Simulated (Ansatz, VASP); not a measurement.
**BN in VASP and in Ansatz**

Contents of POSCAR:

```
BN
1.0
    0.0000000000      1.8130010000      1.8130010000
    1.8130010000      0.0000000000      1.8130010000
    1.8130010000      1.8130010000      0.0000000000
B N
1 1
Direct
    0.0000000000      0.0000000000      0.0000000000
    0.7500000000      0.7500000000      0.6524949819
```

The input INCAR.step1:

```
  ALGO = Normal
  EDIFF = 1E-4
  ENCUT = 520
  GGA = PE
  ISMEAR = 0
  LASPH = True
  LCHARG = False
  LREAL = False
  LWAVE = True
  NBANDS = 11
  NELM = 80
  PREC = Accurate
  SIGMA = 0.05
```

The input INCAR.step2:

```
  ALGO = Normal
  EDIFF = 1E-7
  ENCUT = 520
  ISIF = 2
  ISMEAR = 0
  ISTART = 1
  LASPH = True
  LCHARG = True
  LELF = True
  LMIXTAU = True
  LREAL = False
  LVHAR = True
  LWAVE = False
  METAGGA = R2SCAN
  NBANDS = 11
  NELM = 80
  PREC = Accurate
  SIGMA = 0.05
```

KPOINTS

```
k-points
0
Gamma
  12 12 12
```

Input for Ansatz:

```yaml
crystal:
  lattice:
    - [0.0, 1.813001, 1.813001]
    - [1.813001, 0.0, 1.813001]
    - [1.813001, 1.813001, 0.0]
  atoms:
    - { symbol: B, position: [0.0, 0.0, 0.0] }
    - { symbol: "N", position: [0.75, 0.75, 0.6524949819] }
basis:
  ecutwfc: 500
kpoints:
  mp_grid: { grid: [12, 12, 12] }
hamiltonian:
  xc: r2scan
scf:
  occupations: { method: gaussian, width: 0.05 }
output:
  forces: true
  stress: true
  eigenvalues: true
```

Change from the starting cell: all N atoms moved -0.250 Å, as atom 2 along Cartesian [1 1 0].

Alike in both runs: task single point; functional r2SCAN; k mesh 12 × 12 × 12; occupations gaussian, width 0.05 eV; no spin polarisation.

```csv
,VASP,Ansatz
version,VASP 6.6.1,Ansatz 0.2.0
potentials or method,"VASP PAW PBE potentials, release 64 (B, N), cutoff 520 eV","scalar-relativistic, plane waves, PAW"
valence electrons in the cell,8,8
```

|  | VASP | Ansatz | Ansatz less VASP |
| --- | --- | --- | --- |
| gap on the k mesh at the Fermi level (eV) | 2.76 | 2.76 | 0.000 |
| least direct gap on the mesh (eV) | 7.31 | 7.30 | -0.002 |
| pressure (GPa) | 14.1 | 13.3 | -0.79 |
| traceless stress, the component that is largest in VASP (GPa) | 18.52 | 18.69 | +0.173 |
| rms of the force components (eV/Å) | 3.767 | 3.778 | +0.0112 |

VASP's potentials were made for PBE, not for r2SCAN. Atom by atom the forces differ by 0.012 eV/Å (rms over components).
